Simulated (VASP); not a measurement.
A run of VASP 6.6.1:

Contents of INCAR:

```
PREC = Accurate ; ENCUT = 500
EDIFF = 1E-6 ; ISMEAR = 0
SIGMA = 0.02 ; LREAL = False
LASPH = True ; NELM = 120
ALGO = Normal ; ISIF = 2
LWAVE = False ; LCHARG = True
GGA = PS ; LELF = True
LVHAR = True ; NBANDS = 16
GGA_COMPAT = False
```

Contents of KPOINTS:

```
Automatic mesh
0
Gamma
  10 10 10
```

The input POSCAR:

```
AgBr
1.0
    0.0000000000      2.8376847552      2.8376847552
    2.8376847552      0.0000000000      2.8376847552
    2.8376847552      2.8376847552      0.0000000000
Ag Br
1 1
Direct
    0.0000000000      0.0000000000      0.0000000000
    0.5000000000      0.5000000000      0.5000000000
```

Potentials or basis: VASP PAW PBE potentials, release 64 (Ag, Br).

Command:

```sh
$ cat potpaw_PBE.64/Ag/POTCAR potpaw_PBE.64/Br/POTCAR > POTCAR
$ mpirun -np 1 vasp_std > vasp.out
```

Hardware: 1 thread of Intel(R) Xeon(R) Platinum 8488C (Sapphire Rapids) (shared host).

How long does it take, and how much memory?

Wall time 28 s on 1 thread of Intel(R) Xeon(R) Platinum 8488C (Sapphire Rapids), with other jobs on the host, peak memory 0.18 GiB. Counts: scf iterations 12, k points 47.
